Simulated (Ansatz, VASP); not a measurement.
**YSe4F2: VASP beside Ansatz**

```xyz
7
Lattice="6.4883 0.0000 0.0000 0.0000 6.4883 0.0000 0.0000 0.0000 3.5719" Properties=species:S:1:pos:R:3 pbc="T T T"
Y     0.0000    0.0000    0.0000
Se    2.0429    2.0429    0.0000
Se    4.4454    4.4454    0.0000
Se    2.0429    4.4454    0.0000
Se    4.4454    2.0429    0.0000
F     0.0000    3.2442    1.7860
F     3.2442    0.0000    1.7860
```

Change from the starting cell: species swapped into the Cs2PdCl4 type (P4/mmm, No. 123).

Alike in both runs: functional PBE; k mesh 4 × 4 × 6; occupations gaussian, width 0.1 eV; no spin polarisation.

Ansatz relaxed the structure, and its values are those at the end. VASP's run is a single point on that final structure, the one shown.

|  | VASP | Ansatz |
| --- | --- | --- |
| version | VASP 6.6.1 | Ansatz 0.2.0 |
| potentials or method | VASP PAW PBE potentials, release 64 (Y_sv, Se, F), cutoff 520 eV | scalar-relativistic, plane waves, PAW |
| valence electrons in the cell | 49 | 89 |

```tsv
	VASP	Ansatz	Ansatz less VASP
gap on the k mesh at the Fermi level (eV)	none	none	-
pressure (GPa)	0.0	0.1	+0.01
rms of the force components (eV/Å)	0.022	0.011	-0.0115
```

A gap of «none» marks a metal or a gap that the smearing closes. VASP's potentials hold 49 valence electrons a cell and Ansatz's 89, so a difference there can come from the potentials and not from the codes.
